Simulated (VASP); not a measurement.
Runs of VASP 6.6.1 on Na. The structure is that of space group I4/mmm (No. 139), or close to it. The cells are those of the table. 

```tsv
cell	further INCAR settings	gap on the mesh (eV)	pressure (GPa)
a = 3.537 Å, angles 113.6, 113.6, 101.5°, 1 atom	ALGO = Fast; EDIFF = 1e-06; NBANDS = 10	none	-0.2
a = 3.673 Å, angles 124.0, 124.0, 83.3°, 1 atom	ALGO = Fast; EDIFF = 1e-06; NBANDS = 10	none	0.0
a = 3.711 Å, angles 126.0, 126.0, 79.8°, 1 atom	ALGO = Fast; EDIFF = 1e-07; NBANDS = 10	none	(a)
a = 3.512 Å, angles 116.3, 116.3, 96.5°, 1 atom	ALGO = Fast; EDIFF = 1e-06; NBANDS = 10	none	(b)
a = 3.713 Å, angles 123.1, 123.1, 84.6°, 1 atom	ALGO = Fast; EDIFF = 1e-06; NBANDS = 10	none	-0.4
```

Alike in all rows: task single point; level LDA; potentials or basis VASP PAW LDA potentials, release 64 (Na_pv); no spin polarisation; k mesh 18 × 18 × 18; cutoff (eV) 520; smearing gaussian 0.15 eV.

Q: Estimate the missing entries.

A: (a) 0.3; (b) 0.2.

A gap of «none» marks levels without a gap at the run's occupations.
